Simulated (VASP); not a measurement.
# La2SbAs3 (P-6m2) in VASP: further runs

La2SbAs3 is run at these levels: PBE; tasks: single point.

Everything below comes from runs of VASP 6.6.1. Logs are shortened: lines on timing, memory, paths and dates and some standing lists are left out, and cuts for length are marked.

## (1) The cell of the first run

The structure is hexagonal, space group P-6m2 (No. 187). The conventional cell has a = 4.723 Å, b = 4.723 Å, c = 8.132 Å, α = 90.00°, β = 90.00°, γ = 120.00°. La (site symmetry 3m) has 9 As at 3.36 to 3.44 Å and 3 Sb at 3.44 Å and 2 La at 3.93 to 4.20 Å within 4.4 Å. Sb (site symmetry -6m2) has 3 As at 2.73 Å and 6 La at 3.44 Å within 3.6 Å. As (site symmetry -6m2) has 3 As at 2.73 Å and 6 La at 3.36 Å within 3.6 Å. As (site symmetry -6m2) has 3 Sb at 2.73 Å and 6 La at 3.44 Å within 3.6 Å. Within 3.6 Å of As (site symmetry -6m2) lie 3 As at 2.73 Å and 6 La at 3.36 Å.

The cell was generated, and may not be a known phase.

## (2) Single point, PBE

INCAR reads:

```
PREC = Accurate ; ENCUT = 520
EDIFF = 1E-7 ; ISMEAR = 0
SIGMA = 0.1 ; LREAL = F
LASPH = T ; NELM = 100
ALGO = Normal ; ISIF = 2
LWAVE = F ; LCHARG = F
GGA = PE ; NBANDS = 30
```

KPOINTS reads:

```
Automatic mesh
0
Gamma
  6 6 2
```

POSCAR reads:

```
La2SbAs3
1.0
    4.7233823993      0.0000000000      0.0000000000
   -2.3616911996      4.0905691496      0.0000000000
    0.0000000000      0.0000000000      8.1323846502
La Sb As
2 1 3
Direct
    0.6666666667      0.3333333333      0.2585134923
    0.6666666667      0.3333333333      0.7414865077
    0.0000000000      0.0000000000      0.0000000000
    0.0000000000      0.0000000000      0.5000000000
    0.3333333333      0.6666666667      0.0000000000
    0.3333333333      0.6666666667      0.5000000000
```

Potentials or basis: VASP PAW PBE potentials, release 64 (La, Sb, As).

Command:

```console
$ cat potpaw_PBE.64/La/POTCAR potpaw_PBE.64/Sb/POTCAR potpaw_PBE.64/As/POTCAR > POTCAR
$ mpirun -np 1 vasp_std > vasp.out
```

OUTCAR:

```text
PREC = Accurate
   ENCUT = 520
   EDIFF = 1E-7
   ISMEAR = 0
   LREAL = F
   LASPH = T
   NELM = 100
   ISIF = 2
   GGA = PE

 ion  position               nearest neighbor table
   1  0.667  0.333  0.259-   3 3.44   3 3.44   3 3.44
   2  0.667  0.333  0.741-   3 3.44   3 3.44   3 3.44
   3  0.000  0.000  0.000-   5 2.73   5 2.73   5 2.73   1 3.44   2 3.44   2 3.44   1 3.44   2 3.44
                             1 3.44
   4  0.000  0.000  0.500-   6 2.73   6 2.73   6 2.73
   5  0.333  0.667  0.000-   3 2.73   3 2.73   3 2.73
   6  0.333  0.667  0.500-   4 2.73   4 2.73   4 2.73

  LATTYP: Found a hexagonal cell.
 ALAT       =     4.7233823993
 C/A-ratio  =     1.7217290413

  Lattice vectors:

 A1 = (   4.7233823993,   0.0000000000,   0.0000000000)
 A2 = (  -2.3616911996,   4.0905691496,   0.0000000000)
 A3 = (   0.0000000000,   0.0000000000,   8.1323846502)

Analysis of symmetry for initial positions (statically):
=====================================================================
 Subroutine PRICEL returns:
 Original cell was already a primitive cell.

 Routine SETGRP: Setting up the symmetry group for a
 hexagonal supercell.

 Subroutine GETGRP returns: Found 12 space group operations
 (whereof 12 operations were pure point group operations)
 out of a pool of 24 trial point group operations.

The static configuration has the point symmetry D_3h.

Analysis of symmetry for dynamics (positions and initial velocities):
=====================================================================
 Subroutine PRICEL returns:
 Original cell was already a primitive cell.

 Routine SETGRP: Setting up the symmetry group for a
 hexagonal supercell.

 Subroutine GETGRP returns: Found 12 space group operations
 (whereof 12 operations were pure point group operations)
 out of a pool of 24 trial point group operations.

The dynamic configuration has the point symmetry D_3h.

 Subroutine INISYM returns: Found 12 space group operations
 (whereof 12 operations are pure point group operations),
 and found     1 'primitive' translations

----------------------------------------------------------------------------------------

                                     Primitive cell

  volume of cell :     157.1284

  direct lattice vectors                    reciprocal lattice vectors
     4.723382399  0.000000000  0.000000000     0.211712691  0.122232379  0.000000000
    -2.361691200  4.090569150  0.000000000     0.000000000  0.244464759  0.000000000
     0.000000000  0.000000000  8.132384650     0.000000000  0.000000000  0.122965162

  length of vectors
     4.723382399  4.723382399  8.132384650     0.244464759  0.244464759  0.122965162

  position of ions in fractional coordinates (direct lattice)
     0.666666667  0.333333333  0.258513492
     0.666666667  0.333333333  0.741486508
     0.000000000  0.000000000  0.000000000
     0.000000000  0.000000000  0.500000000
     0.333333333  0.666666667  0.000000000
     0.333333333  0.666666667  0.500000000

  ion indices of the primitive-cell ions
   primitive index   ion index
                 1           1
                 2           2
                 3           3
                 4           4
                 5           5
                 6           6

----------------------------------------------------------------------------------------

 KPOINTS: Automatic mesh

Automatic generation of k-mesh.
 Grid dimensions read from file:
 generate k-points for:    6    6    2

 Generating k-lattice:

  Cartesian coordinates                     Fractional coordinates (reciprocal lattice)
     0.035285449  0.020372063  0.000000000     0.166666667  0.000000000  0.000000000
     0.000000000  0.040744126  0.000000000     0.000000000  0.166666667  0.000000000
     0.000000000  0.000000000  0.061482581     0.000000000  0.000000000  0.500000000

  Length of vectors
     0.040744126  0.040744126  0.061482581

  Shift w.r.t. Gamma in fractional coordinates (k-lattice)
     0.000000000  0.000000000  0.000000000

 Subroutine IBZKPT returns following result:
 ===========================================

 Found     14 irreducible k-points:

 Following reciprocal coordinates:
            Coordinates               Weight
  0.000000  0.000000  0.000000      1.000000
  0.166667  0.000000  0.000000      6.000000
  0.333333 -0.000000  0.000000      6.000000
  0.500000 -0.000000  0.000000      3.000000
  0.166667  0.166667  0.000000      6.000000
  0.333333  0.166667  0.000000     12.000000
  0.333333  0.333333  0.000000      2.000000
  0.000000  0.000000  0.500000      1.000000
  0.166667  0.000000  0.500000      6.000000
  0.333333 -0.000000  0.500000      6.000000
  0.500000 -0.000000  0.500000      3.000000
  0.166667  0.166667  0.500000      6.000000
  0.333333  0.166667  0.500000     12.000000
  0.333333  0.333333  0.500000      2.000000
   k-points           NKPTS =     14   k-points in BZ     NKDIM =     14   number of bands    NBANDS=     30
   number of dos      NEDOS =    301   number of ions     NIONS =      6
   total plane-waves  NPLWV =  77760
   dimension x,y,z NGX =    36 NGY =   36 NGZ =   60
   dimension x,y,z NGXF=    72 NGYF=   72 NGZF=  120
   ions per type =               2   1   3
   NGX,Y,Z   is equivalent  to a cutoff of  12.67, 12.67, 12.27 a.u.
   NGXF,Y,Z  is equivalent  to a cutoff of  25.34, 25.34, 24.53 a.u.
 SYSTEM =  unknown system
   PREC   = accura    normal or accurate (medium, high low for compatibility)
   ISTART =      0    job   : 0-new  1-cont  2-samecut
   ICHARG =      2    charge: 1-file 2-atom 10-const
   ISPIN  =      1    spin polarized calculation?
   LNONCOLLINEAR =      F non collinear calculations
   LSORBIT =      F    spin-orbit coupling
   LASPH  =      T    aspherical Exc in radial PAW
   ENCUT  =  520.0 eV  38.22 Ry    6.18 a.u.   8.78  8.78 15.12*2*pi/ulx,y,z
   NELM   =    100;   NELMIN=  2; NELMDL= -5     # of ELM steps
   EDIFF  = 0.1E-06   stopping-criterion for ELM
   LREAL  =      F    real-space projection
   EDIFFG = 0.1E-05   stopping-criterion for IOM
   NSW    =      0    number of steps for IOM
   IBRION =     -1    ionic relax: 0-MD 1-quasi-New 2-CG
   NFREE  =      0    steps in history (QN), initial steepest desc. (CG)
   ISIF   =      2    stress and relaxation
   ISYM   =      2    0-nonsym 1-usesym 2-fastsym
   POTIM  = 0.5000    time-step for ionic-motion
   TEBEG  =    0.0;   TEEND  =   0.0 temperature during run
   PSTRESS=    0.0 pullay stress
   NELECT =      42.0000    total number of electrons
   NUPDOWN=      -1.0000    fix difference up-down
   EMIN   =  10.00;   EMAX   =-10.00  energy-range for DOS
   EFERMI =   0.00;   METHOD = LEGACY
   ISMEAR =     0;   SIGMA  =   0.10  broadening in eV -4-tet -1-fermi 0-gaus
   EFERMI_NEDOS =   21; number of points for ismear=-14 and -15
   IALGO  =     38    algorithm
   IMIX   =      4    mixing-type and parameters
     AMIX     =   0.40;   BMIX     =  1.00
     AMIX_MAG =   1.60;   BMIX_MAG =  1.00
  volume/ion in A,a.u.               =      26.19       176.73
  Fermi-wavevector in a.u.,A,eV,Ry     =   1.054564  1.992837 15.131115  1.112106
  Thomas-Fermi vector in A             =   2.189729
   LORBIT       =      0    0 simple, 1 ext, 2 COOP (PROOUT), +10 PAW based schemes
   GGA     = PE    functional components
   LHFCALC =     F    Hartree Fock is set to
   AEXX    =    0.0000 exact exchange contribution
   IVDW    =     0    specifies the selected vdW correction
   LEPSILON=     F    determine dielectric tensor
   LRPA    =     F    only Hartree local field effects (RPA)
 non-spin polarized calculation
 Gauss-broadening in eV      SIGMA  =   0.10
  energy-cutoff  :      520.00
  volume of cell :      157.13
 maximum number of plane-waves:      4248
 NGX is ok and might be reduce to    36
   NGX = 17   NGY = 17   NGZ = 31

 number of electron      42.0000001 magnetization

 Free energy of the ion-electron system (eV)
  ---------------------------------------------------
  ext. energy  EPLUGINS =         0.00000000
  ---------------------------------------------------
  free energy    TOTEN  =       -32.66793099 eV

  energy without entropy =      -32.66129532  energy(sigma->0) =      -32.66461316

 E-fermi :   7.6397     XC(G=0): -10.0425

 val. band max:        7.6106316993   @ k =   0.3333   0.3333   0.5000
 cond. band min:       7.6505444439   @ k =   0.0000   0.0000   0.0000
 fundamental gap:      0.0399127446
 Fermi energy:         7.6397341021

 k-point     1 :       0.0000    0.0000    0.0000
  band No.  band energies     occupation
      1     -25.4754      2.00000
      2     -25.4455      2.00000
      3      -9.6283      2.00000
      4      -9.1565      2.00000
      5      -9.1565      2.00000
      6      -9.0975      2.00000
[... 22 lines left out ...]
     29       9.2759      0.00000
     30       9.4187      0.00000

 k-point     2 :       0.1667    0.0000    0.0000
  band No.  band energies     occupation
      1     -25.4731      2.00000
      2     -25.4435      2.00000
      3      -9.5871      2.00000
      4      -9.2350      2.00000
      5      -9.1687      2.00000
      6      -9.1387      2.00000
[... 22 lines left out ...]
     29       9.2897      0.00000
     30       9.4214      0.00000

 k-point     3 :       0.3333   -0.0000    0.0000
  band No.  band energies     occupation
      1     -25.4686      2.00000
      2     -25.4396      2.00000
      3      -9.5027      2.00000
      4      -9.3760      2.00000
      5      -9.2189      2.00000
      6      -9.1930      2.00000
[... 352 lines left out ...]
     29       9.3186      0.00000
     30       9.4002      0.00000

 k-point    14 :       0.3333    0.3333    0.5000
  band No.  band energies     occupation
      1     -25.4563      2.00000
      2     -25.4457      2.00000
      3      -9.2925      2.00000
      4      -9.2874      2.00000
      5      -9.2807      2.00000
      6      -9.2638      2.00000
[... 22 lines left out ...]
     29       9.3491      0.00000
     30       9.3925      0.00000

------------------------ aborting loop because EDIFF is reached ----------------------------------------

  FORCE on cell =-STRESS in cart. coord.  units (eV):
  Direction    XX          YY          ZZ          XY          YZ          ZX
  --------------------------------------------------------------------------------------
  -------------------------------------------------------------------------------------
  Total        0.0155954      0.0155954     -0.2467891      0.0000000      0.0000000     -0.0000000
  in kB        0.1590202      0.1590202     -2.5164120      0.0000000      0.0000000     -0.0000000
  external PRESSURE =      -0.7327906 kB  Pullay stress =       0.0000000 kB

 VOLUME and BASIS-vectors are now :
 -----------------------------------------------------------------------------
  energy-cutoff  :      520.00
  volume of cell :      157.13
      direct lattice vectors                 reciprocal lattice vectors
     4.723382399  0.000000000  0.000000000     0.211712691  0.122232379  0.000000000
    -2.361691200  4.090569150  0.000000000     0.000000000  0.244464759  0.000000000
     0.000000000  0.000000000  8.132384650     0.000000000  0.000000000  0.122965162

 POSITION                                       TOTAL-FORCE (eV/Angst)
 -----------------------------------------------------------------------------------
      2.36169      1.36352      2.10233        -0.000000      0.000000      0.023526
      2.36169      1.36352      6.03005        -0.000000     -0.000000     -0.023526
      0.00000      0.00000      0.00000         0.000000     -0.000000      0.000000
      0.00000      0.00000      4.06619         0.000000     -0.000000      0.000000
     -0.00000      2.72705      0.00000         0.000000     -0.000000      0.000000
     -0.00000      2.72705      4.06619         0.000000     -0.000000      0.000000
 -----------------------------------------------------------------------------------
    total drift:                               -0.000001      0.000000      0.000000

  FREE ENERGIE OF THE ION-ELECTRON SYSTEM (eV)
  ---------------------------------------------------
  free  energy   TOTEN  =       -32.6679309945 eV

  energy  without entropy=      -32.6612953181  energy(sigma->0) =      -32.66461316
```

Wall time 2.2 min (1 thread of Oxide Virtual Turin-like, shared host); peak memory 0.27 GiB.

Results:

| Property | Result |
| --- | --- |
| Free energy | -32.6679 eV |
| Pressure | -0.1 GPa |
| Largest force | 0.024 eV/Å |
| Band gap on the k mesh | zero (bands 21 and 22 overlap by 2.19 eV) |

Forces on the atoms (eV/Å):
```
La   0.000  0.000  0.024
La   0.000  0.000 -0.024
Sb   0.000  0.000  0.000
As   0.000  0.000  0.000
As   0.000  0.000  0.000
As   0.000  0.000  0.000
```

Caveat: the k points lie up to 0.39 Å⁻¹ apart, too coarse for converged energies and pressures of a metal; spin-orbit coupling is left out, which moves the levels of the heavy elements.

(Continued in part 2 of 2.)

The gap in the log of VASP goes by the Fermi energy; the results here count the filled bands.